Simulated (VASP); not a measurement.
# Zr (Im-3m) in VASP: a series of runs

The runs below take Zr through single point, with PBEsol.

Program: VASP 6.6.1. These are calculated values, not measurements. Logs are shortened: lines on timing, memory, paths and dates and some standing lists are left out, and cuts for length are marked.

**1. The cell of the first run**

Symmetry: Im-3m, No. 229, cubic system. Conventional cell: a = 2.595 Å, b = 2.595 Å, c = 2.595 Å, α = 90.00°, β = 90.00°, γ = 90.00°. Within 3.0 Å of Zr (site symmetry m-3m) lie 14 Zr at 2.25 to 2.60 Å.

**2. Single point, PBEsol (volume scaled by 0.4, partial waves polarizable)**

Contents of INCAR:

```
SYSTEM = Zr
  PREC = Accurate
  ENCUT = 520
  EDIFF = 1E-6
  ISMEAR = -1
  SIGMA = 0.08
  LREAL = .False.
  LASPH = .True.
  NELM = 60
  ALGO = Normal
  ISIF = 2
  LWAVE = .False.
  LCHARG = .True.
  GGA = PS
  LELF = .True.
  LVHAR = .True.
  NBANDS = 12
```

Contents of KPOINTS:

```
Automatic mesh
0
Gamma
  15 15 15
  0 0 0
```

Contents of POSCAR:

```
Zr
1.0
   -1.2977496185      1.2977496185      1.2977496185
    1.2977496185     -1.2977496185      1.2977496185
    1.2977496185      1.2977496185     -1.2977496185
Zr
1
Direct
    0.0000000000      0.0000000000      0.0000000000
```

Potentials or basis: VASP PAW PBE potentials, release 64 (Zr_sv).

Command:

```console
cat potpaw_PBE.64/Zr_sv/POTCAR > POTCAR
mpirun -np 1 vasp_std > vasp.out
```

OUTCAR:

```text
SYSTEM = Zr
   PREC = Accurate
   ENCUT = 520
   EDIFF = 1E-6
   ISMEAR = -1
   LREAL = .False.
   LASPH = .True.
   NELM = 60
   ISIF = 2
   GGA = PS

 ion  position               nearest neighbor table
   1  0.000  0.000  0.000-

  LATTYP: Found a body centered cubic cell.
 ALAT       =     2.5954992370

  Lattice vectors:

 A1 = (  -1.2977496185,   1.2977496185,   1.2977496185)
 A2 = (   1.2977496185,  -1.2977496185,   1.2977496185)
 A3 = (   1.2977496185,   1.2977496185,  -1.2977496185)

Analysis of symmetry for initial positions (statically):
=====================================================================
 Subroutine PRICEL returns:
 Original cell was already a primitive cell.

 Routine SETGRP: Setting up the symmetry group for a
 body centered cubic supercell.

 Subroutine GETGRP returns: Found 48 space group operations
 (whereof 48 operations were pure point group operations)
 out of a pool of 48 trial point group operations.

The static configuration has the point symmetry O_h .

Analysis of symmetry for dynamics (positions and initial velocities):
=====================================================================
 Subroutine PRICEL returns:
 Original cell was already a primitive cell.

 Routine SETGRP: Setting up the symmetry group for a
 body centered cubic supercell.

 Subroutine GETGRP returns: Found 48 space group operations
 (whereof 48 operations were pure point group operations)
 out of a pool of 48 trial point group operations.

The dynamic configuration has the point symmetry O_h .

 Subroutine INISYM returns: Found 48 space group operations
 (whereof 48 operations are pure point group operations),
 and found     1 'primitive' translations

----------------------------------------------------------------------------------------

                                     Primitive cell

  volume of cell :       8.7424

  direct lattice vectors                    reciprocal lattice vectors
    -1.297749618  1.297749618  1.297749618     0.000000000  0.385282332  0.385282332
     1.297749618 -1.297749618  1.297749618     0.385282332  0.000000000  0.385282332
     1.297749618  1.297749618 -1.297749618     0.385282332  0.385282332  0.000000000

  length of vectors
     2.247768275  2.247768275  2.247768275     0.544871500  0.544871500  0.544871500

  position of ions in fractional coordinates (direct lattice)
     0.000000000  0.000000000  0.000000000

  ion indices of the primitive-cell ions
   primitive index   ion index
                 1           1

----------------------------------------------------------------------------------------

 KPOINTS: Automatic mesh

Automatic generation of k-mesh.
 Grid dimensions read from file:
 generate k-points for:   15   15   15

 Generating k-lattice:

  Cartesian coordinates                     Fractional coordinates (reciprocal lattice)
     0.000000000  0.025685489  0.025685489     0.066666667  0.000000000  0.000000000
     0.025685489  0.000000000  0.025685489     0.000000000  0.066666667  0.000000000
     0.025685489  0.025685489  0.000000000     0.000000000  0.000000000  0.066666667

  Length of vectors
     0.036324767  0.036324767  0.036324767

  Shift w.r.t. Gamma in fractional coordinates (k-lattice)
     0.000000000  0.000000000  0.000000000

 Subroutine IBZKPT returns following result:
 ===========================================

 Found    120 irreducible k-points:

 Following reciprocal coordinates:
            Coordinates               Weight
  0.000000  0.000000  0.000000      1.000000
  0.066667  0.000000  0.000000     12.000000
  0.133333  0.000000  0.000000     12.000000
  0.200000  0.000000  0.000000     12.000000
  0.266667  0.000000  0.000000     12.000000
  0.333333  0.000000  0.000000     12.000000
[... 16 lines left out ...]
  0.333333  0.200000  0.000000     48.000000
  0.400000  0.200000  0.000000     24.000000
 [... further k-points ...]
   k-points           NKPTS =    120   k-points in BZ     NKDIM =    120   number of bands    NBANDS=     12
   number of dos      NEDOS =    301   number of ions     NIONS =      1
   total plane-waves  NPLWV =   5832
   dimension x,y,z NGX =    18 NGY =   18 NGZ =   18
   dimension x,y,z NGXF=    36 NGYF=   36 NGZF=   36
   ions per type =               1
   NGX,Y,Z   is equivalent  to a cutoff of  13.31, 13.31, 13.31 a.u.
   NGXF,Y,Z  is equivalent  to a cutoff of  26.63, 26.63, 26.63 a.u.
 SYSTEM =  Zr
   PREC   = accura    normal or accurate (medium, high low for compatibility)
   ISTART =      0    job   : 0-new  1-cont  2-samecut
   ICHARG =      2    charge: 1-file 2-atom 10-const
   ISPIN  =      1    spin polarized calculation?
   LNONCOLLINEAR =      F non collinear calculations
   LSORBIT =      F    spin-orbit coupling
   LASPH  =      T    aspherical Exc in radial PAW
   ENCUT  =  520.0 eV  38.22 Ry    6.18 a.u.   4.18  4.18  4.18*2*pi/ulx,y,z
   NELM   =     60;   NELMIN=  2; NELMDL= -5     # of ELM steps
   EDIFF  = 0.1E-05   stopping-criterion for ELM
   LREAL  =      F    real-space projection
   EDIFFG = 0.1E-04   stopping-criterion for IOM
   NSW    =      0    number of steps for IOM
   IBRION =     -1    ionic relax: 0-MD 1-quasi-New 2-CG
   NFREE  =      0    steps in history (QN), initial steepest desc. (CG)
   ISIF   =      2    stress and relaxation
   ISYM   =      2    0-nonsym 1-usesym 2-fastsym
   POTIM  = 0.5000    time-step for ionic-motion
   TEBEG  =    0.0;   TEEND  =   0.0 temperature during run
   PSTRESS=    0.0 pullay stress
   NELECT =      12.0000    total number of electrons
   NUPDOWN=      -1.0000    fix difference up-down
   EMIN   =  10.00;   EMAX   =-10.00  energy-range for DOS
   EFERMI =   0.00;   METHOD = LEGACY
   ISMEAR =    -1;   SIGMA  =   0.08  broadening in eV -4-tet -1-fermi 0-gaus
   EFERMI_NEDOS =   21; number of points for ismear=-14 and -15
   IALGO  =     38    algorithm
   IMIX   =      4    mixing-type and parameters
     AMIX     =   0.40;   BMIX     =  1.00
     AMIX_MAG =   1.60;   BMIX_MAG =  1.00
  volume/ion in A,a.u.               =       8.74        59.00
  Fermi-wavevector in a.u.,A,eV,Ry     =   1.819384  3.438137 45.037429  3.310158
  Thomas-Fermi vector in A             =   2.876180
   LORBIT       =      0    0 simple, 1 ext, 2 COOP (PROOUT), +10 PAW based schemes
   GGA     = PS    functional components
   LHFCALC =     F    Hartree Fock is set to
   AEXX    =    0.0000 exact exchange contribution
   IVDW    =     0    specifies the selected vdW correction
   LEPSILON=     F    determine dielectric tensor
   LRPA    =     F    only Hartree local field effects (RPA)
 non-spin polarized calculation
  energy-cutoff  :      520.00
  volume of cell :        8.74
 maximum number of plane-waves:       245
 NGX is ok and might be reduce to    18
   NGX =  9   NGY =  9   NGZ =  9

 number of electron      12.0000000 magnetization

 Free energy of the ion-electron system (eV)
  ---------------------------------------------------
  ext. energy  EPLUGINS =         0.00000000
  ---------------------------------------------------
  free energy    TOTEN  =        -0.46552671 eV

  energy without entropy =       -0.45712858  energy(sigma->0) =       -0.46132764

 E-fermi :  25.1215     XC(G=0): -16.5745

 val. band max:       25.1149146452   @ k =  -0.0667   0.0667   0.0667
 cond. band min:      25.1277848676   @ k =   0.2667   0.2000   0.2000
 fundamental gap:      0.0128702224
 Fermi energy:        25.1214987348

 k-point     1 :       0.0000    0.0000    0.0000
  band No.  band energies     occupation
      1     -27.0383      2.00000
      2       3.0942      2.00000
      3       3.0942      2.00000
      4       3.0942      2.00000
      5      24.1527      1.99999
      6      25.2397      0.37149
      7      25.2397      0.37149
      8      25.2397      0.37149
      9      31.3384      0.00000
     10      31.3384      0.00000
     11      39.2087      0.00000
     12      39.2087      0.00000

 k-point     2 :       0.0667    0.0000    0.0000
  band No.  band energies     occupation
      1     -26.9123      2.00000
      2       2.5017      2.00000
      3       2.9038      2.00000
      4       3.0717      2.00000
      5      24.4656      1.99945
      6      24.8526      1.93298
      7      25.3588      0.09790
      8      25.7591      0.00069
      9      30.4881      0.00000
     10      31.2010      0.00000
     11      39.8128      0.00000
     12      39.9769      0.00000

 k-point     3 :       0.1333    0.0000    0.0000
  band No.  band energies     occupation
      1     -26.5419      2.00000
      2       0.9429      2.00000
      3       2.3961      2.00000
      4       3.0071      2.00000
      5      23.7465      2.00000
      6      23.9072      2.00000
      7      26.9332      0.00000
      8      27.2503      0.00000
      9      29.6298      0.00000
     10      30.9750      0.00000
     11      41.3659      0.00000
     12      42.0651      0.00000
[... 286 lines left out ...]
 k-point    23 :       0.3333    0.2000    0.0000
  band No.  band energies     occupation
      1     -22.9131      2.00000
      2      -6.8819      2.00000
      3      -2.6104      2.00000
      4       1.5092      2.00000
      5      20.0640      2.00000
      6      23.0536      2.00000
      7      29.3997      0.00000
      8      31.9157      0.00000
      9      36.7484      0.00000
     10      43.0415      0.00000
     11      46.6505      0.00000
     12      51.1777      0.00000

 k-point    24 :       0.4000    0.2000    0.0000
  band No.  band energies     occupation
      1     -22.7070      2.00000
      2      -7.1861      2.00000
      3      -2.8543      2.00000
      4       1.4649      2.00000
      5      19.9394      2.00000
      6      23.1266      2.00000
      7      29.5931      0.00000
      8      31.8923      0.00000
      9      37.5045      0.00000
     10      44.0837      0.00000
     11      45.9206      0.00000
     12      50.0953      0.00000

 [... further k-points ...]

------------------------ aborting loop because EDIFF is reached ----------------------------------------

  FORCE on cell =-STRESS in cart. coord.  units (eV):
  Direction    XX          YY          ZZ          XY          YZ          ZX
  --------------------------------------------------------------------------------------
  -------------------------------------------------------------------------------------
  Total       25.1126900     25.1126900     25.1126900      0.0000000     -0.0000000     -0.0000000
  in kB     4602.2594294   4602.2594294   4602.2594294      0.0000000     -0.0000000     -0.0000000
  external PRESSURE =    4602.2594294 kB  Pullay stress =       0.0000000 kB

 VOLUME and BASIS-vectors are now :
 -----------------------------------------------------------------------------
  energy-cutoff  :      520.00
  volume of cell :        8.74
      direct lattice vectors                 reciprocal lattice vectors
    -1.297749618  1.297749618  1.297749618     0.000000000  0.385282332  0.385282332
     1.297749618 -1.297749618  1.297749618     0.385282332  0.000000000  0.385282332
     1.297749618  1.297749618 -1.297749618     0.385282332  0.385282332  0.000000000

 POSITION                                       TOTAL-FORCE (eV/Angst)
 -----------------------------------------------------------------------------------
      0.00000      0.00000      0.00000        -0.000000      0.000000      0.000000
 -----------------------------------------------------------------------------------
    total drift:                                0.000000     -0.000000     -0.000000

  FREE ENERGIE OF THE ION-ELECTRON SYSTEM (eV)
  ---------------------------------------------------
  free  energy   TOTEN  =        -0.4655267132 eV

  energy  without entropy=       -0.4571285751  energy(sigma->0) =       -0.46132764
```

It took 18 s on 1 thread of Intel Xeon 8259CL, shared host; peak memory 0.13 GiB.

What came out:

```yaml
Free_energy: -0.4655 eV
Pressure: 460.2 GPa
Band_gap_on_the_k_mesh: zero (band 6 reaches 27.99 eV, above the bottom of band 7 at 22.63 eV)
```

Caveat: the PAW data sets were made with another functional, which shifts forces and pressure a little.

**3. Single point, PBEsol (volume scaled by 0.45)**

Contents of INCAR:

```
SYSTEM = Zr
ALGO = Normal ; EDIFF = 1E-6
ENCUT = 520 ; GGA = PS
ISIF = 2 ; ISMEAR = -1
LASPH = .TRUE. ; LCHARG = .FALSE.
LREAL = .FALSE. ; LWAVE = .FALSE.
NBANDS = 12 ; NELM = 100
PREC = Accurate ; SIGMA = 0.08
```

Contents of KPOINTS:

```
k-points
0
G
  15 15 15
  0 0 0
```

Contents of POSCAR:

```
Zr
1.0
   -1.3497139939      1.3497139939      1.3497139939
    1.3497139939     -1.3497139939      1.3497139939
    1.3497139939      1.3497139939     -1.3497139939
Zr
1
Direct
    0.0000000000      0.0000000000      0.0000000000
```

Potentials or basis: VASP PAW PBE potentials, release 64 (Zr_sv).

Command:

```console
cat potpaw_PBE.64/Zr_sv/POTCAR > POTCAR
mpirun -np 1 vasp_std > vasp.out
```

It took 20 s on 1 thread of Intel Xeon 8259CL, shared host; peak memory 0.13 GiB.

It converged, with:

```yaml
Free_energy: -3.0476 eV
Pressure: 307.7 GPa
Band_gap_on_the_k_mesh: zero (band 6 reaches 24.27 eV, above the bottom of band 7 at 20.23 eV)
```

Levels at points of the mesh, in eV from the Fermi level:
| k point | band 4 | band 5 | band 6 | band 7 | band 8 | band 9 |
| --- | --- | --- | --- | --- | --- | --- |
| (0.00, 0.00, 0.00) | -22.61 | -2.59 | 0.47 | 0.47 | 0.47 | 6.03 |

Caveat: the PAW data sets were made with another functional, which shifts forces and pressure a little.
